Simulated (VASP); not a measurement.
A run of VASP 6.6.1 is set up as follows.

The input INCAR:

```
SYSTEM = Mo6CO
PREC = Accurate ; ENCUT = 520
EDIFF = 1E-6 ; ISMEAR = 0
SIGMA = 0.1 ; LREAL = .FALSE.
LASPH = .TRUE. ; NELM = 60
ALGO = Normal ; ISIF = 2
LWAVE = .FALSE. ; LCHARG = .FALSE.
LDIPOL = .TRUE. ; IDIPOL = 3
DIPOL = 0.5 0.5 0.324 ; GGA = PE
NBANDS = 57
```

The input KPOINTS:

```
Automatic mesh
0
G
  6 6 1
  0 0 0
```

The input POSCAR:

```
Mo6CO
1.0
    4.4695765303      0.0000000000      0.0000000000
   -2.2347882651      3.8707668194      0.0000000000
    0.0000000000      0.0000000000     22.2595667262
Mo C O
6 1 1
Direct
    0.6666666667      0.3333333333      0.1796980170
    0.3333333333      0.6666666667      0.2206848206
    0.0000000000      0.0000000000      0.2616716241
    0.6666666667      0.3333333333      0.2990464568
    0.3333333333      0.6666666667      0.3355219825
    0.0000000000      0.0000000000      0.3710569405
    0.1666666667      0.3333333333      0.4537180283
    0.3114020655      0.6228041309      0.4672057164
```

Potentials or basis: VASP PAW PBE potentials, release 64 (Mo_sv, C, O).

Launch:

```sh
$ cat potpaw_PBE.64/Mo_sv/POTCAR potpaw_PBE.64/C/POTCAR potpaw_PBE.64/O/POTCAR > POTCAR
$ mpirun -np 1 vasp_std > vasp.out
```

(1) What does it give for the band gap on the k mesh?

(2) What does it give for the largest force?

Results:

(1) 0.06 eV (least direct gap 0.07 eV).

(2) 2.363 eV/Å.

Caveat: semilocal functionals underestimate gaps, and a narrow one can read as zero.
